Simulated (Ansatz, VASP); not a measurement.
# C in VASP and in Ansatz

```xyz
2
Lattice="0.0000 1.7922 1.7922 1.7922 0.0000 1.7922 1.7922 1.7922 0.0000" Properties=species:S:1:pos:R:3 pbc="T T T"
C     1.7922    1.7922    1.7922
C     2.6883    2.6883    2.6883
```

Alike in both runs: functional revPBE; k mesh 8 × 8 × 8; occupations fermi-dirac, width 0.05 eV; no spin polarisation.

Ansatz relaxed the structure, and its values are those at the end. VASP's run is a single point on that final structure, the one shown.

```csv
,VASP,Ansatz
version,VASP 6.6.1,Ansatz 0.2.0
potentials or method,"VASP PAW PBE potentials, release 64 (C), cutoff 520 eV","plane waves (420 eV) with PAW, scalar-relativistic"
valence electrons in the cell,8,8
```

VASP gave:

```
gap on the k mesh at the Fermi level (eV) : 4.09
pressure (GPa)                            : 0.5
```

Estimate Ansatz's values.

gap on the k mesh at the Fermi level (eV): 4.10; pressure (GPa): 0.0.

VASP's potentials were made for PBE, not for revPBE. The functional is the same, so the differences come from potentials, cutoffs and numerics.
